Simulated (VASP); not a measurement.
A run of VASP 6.6.1 is set up as follows.

File INCAR:

```
ALGO = Normal
EDIFF = 1E-7
EDIFFG = -0.005
ENCUT = 600
GGA = PE
IBRION = 2
ISIF = 3
ISMEAR = -1
LASPH = True
LCHARG = False
LREAL = False
LWAVE = False
NELM = 60
NSW = 60
PREC = Accurate
SIGMA = 0.08
```

KPOINTS

```
k-points
0
Gamma
  16 16 16
```

The input POSCAR:

```
Br
1.0
   -1.8898815748      1.8898815748      1.8898815748
    1.8898815748     -1.8898815748      1.8898815748
    1.8898815748      1.8898815748     -1.8898815748
Br
1
Direct
    0.0000000000      0.0000000000      0.0000000000
```

Potentials or basis: VASP PAW PBE potentials, release 64 (Br).

The run is started by

```sh
$ cat potpaw_PBE.64/Br/POTCAR > POTCAR
$ mpirun -np 1 vasp_std > vasp.out
```

Question: What does it give for the space group after relaxing (to 0.05 Å)?

Answer: Im-3m (No. 229).

Question: Predict the relaxed volume.

Answer: 26.84 Å³/atom.

Question: What does it give for the relaxed cell?

Answer: a = 3.267 Å, b = 3.267 Å, c = 3.267 Å, α = 109.47°, β = 109.47°, γ = 109.47°.

Final structure:
```
Br
1.0
    -1.88612    1.88612    1.88612
     1.88612   -1.88612    1.88612
     1.88612    1.88612   -1.88612
Br
1
Direct
  0.00000 0.00000 0.00000
```

Caveat: an odd number of electrons without spin polarisation forces a metal; a magnetic or distorted state may lie lower.
